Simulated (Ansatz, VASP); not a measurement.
One calculation of SiGe2N, two programs

```
Si Ge N
1.0
     4.93723    0.00000    0.00000
    -2.46861    4.27577    0.00000
     0.00000    0.00000    3.34908
Si Ge N
1 2 1
Direct
  0.00000 0.00000 0.50000
  0.66667 0.33333 0.00000
  0.33333 0.66667 0.00000
  0.00000 0.00000 0.00000
```

Alike in both runs: task single point; functional PBE; k mesh 12 × 12 × 14; occupations gaussian, width 0.1 eV; no spin polarisation.

|  | VASP | Ansatz |
| --- | --- | --- |
| version | VASP 6.6.1 | Ansatz 0.2.0 |
| potentials or method | VASP PAW PBE potentials, release 64 (Si, Ge_d, N), cutoff 520 eV | scalar-relativistic, plane waves, PAW |
| valence electrons in the cell | 37 | 37 |

|  | VASP | Ansatz | Ansatz less VASP |
| --- | --- | --- | --- |
| gap on the k mesh at the Fermi level (eV) | none | none | - |
| pressure (GPa) | -0.1 | 0.0 | +0.04 |

A gap of «none» marks a metal or a gap that the smearing closes. The functional is the same, so the differences come from potentials, cutoffs and numerics.
